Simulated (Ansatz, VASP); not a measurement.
**N in VASP and in Ansatz**

```
CELL_PARAMETERS angstrom
0.00000 2.09207 2.09207
2.09207 0.00000 2.09207
2.09207 2.09207 0.00000
ATOMIC_POSITIONS crystal
N 0.00000 0.00000 0.00000
N 0.25000 0.25000 0.25000
```

Alike in both runs: task single point; functional PBE; k mesh 18 × 18 × 18; occupations fermi-dirac, width 0.08 eV; no spin polarisation.

```csv
,VASP,Ansatz
version,VASP 6.6.1,Ansatz 0.2.0
potentials or method,"VASP PAW PBE potentials, release 64 (N), cutoff 520 eV","all-electron LAPW, scalar-relativistic"
```

```csv
,VASP,Ansatz,Ansatz less VASP
pressure (GPa),0.4,0.4,-0.05
```

Ansatz ran all-electron here, and VASP with PAW potentials.
